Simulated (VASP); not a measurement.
Wanted: the native input for a VASP 6.6.1 run.

```
Task                   : single point
Functional             : r2SCAN
Potentials or basis    : VASP PAW PBE potentials, release 64 (Al, Ni)
Cutoff                 : 520 eV
k mesh                 : 18 × 18 × 18
Occupations            : gaussian, width 0.1 eV
Spin                   : no spin polarisation
Dipole correction      : no
Further INCAR settings : ALGO = Normal; EDIFF = 1e-06; NBANDS = 14
```

AlNi:

```
Al Ni
1.0
     2.80273    0.00000    0.00000
     0.00000    2.80273    0.00000
     0.00000    0.00000    2.94847
Al Ni
1 1
Direct
  0.00000 0.00000 0.00000
  0.50000 0.50000 0.50000
```

This cell differs from its parent crystal: biaxial strain in the a-b plane: -2.0 %, then relaxed in part.

One way to write it, as run:

POSCAR

```
AlNi
1.0
    2.8027335052      0.0000000000      0.0000000000
    0.0000000000      2.8027335052      0.0000000000
    0.0000000000      0.0000000000      2.9484714827
Al Ni
1 1
Direct
    0.0000000000      0.0000000000      0.0000000000
    0.5000000000      0.5000000000      0.5000000000
```

INCAR.step1

```
ALGO = Normal
EDIFF = 1E-4
ENCUT = 520
GGA = PE
ISMEAR = 0
LASPH = True
LCHARG = False
LREAL = False
LWAVE = True
NBANDS = 14
NELM = 80
PREC = Accurate
SIGMA = 0.1
```

INCAR.step2

```
ALGO = Normal
EDIFF = 1E-6
ENCUT = 520
ISIF = 2
ISMEAR = 0
ISTART = 1
LASPH = True
LCHARG = False
LMIXTAU = True
LREAL = False
LWAVE = False
METAGGA = R2SCAN
NBANDS = 14
NELM = 80
PREC = Accurate
SIGMA = 0.1
```

KPOINTS

```
k-points
0
Gamma
  18 18 18
```

Potentials or basis: VASP PAW PBE potentials, release 64 (Al, Ni).

Command:

```console
$ cat potpaw_PBE.64/Al/POTCAR potpaw_PBE.64/Ni/POTCAR > POTCAR
$ cp INCAR.step1 INCAR
$ mpirun -np 1 vasp_std > vasp.out
$ cp INCAR.step2 INCAR
$ mpirun -np 1 vasp_std > vasp.out
```

Results of the run:

The pressure is 2.3 GPa and the band gap on the k mesh is zero (an odd number of electrons rules out a gap without spin polarisation).

Caveat: the cell differs from its parent crystal (biaxial strain in the a-b plane: -2.0 %, then relaxed in part); the PAW data sets were made with another functional, which shifts forces and pressure a little.

Run time: 9.6 min on 1 thread of Intel Xeon 8259CL (shared host), peak memory 0.3 GiB.
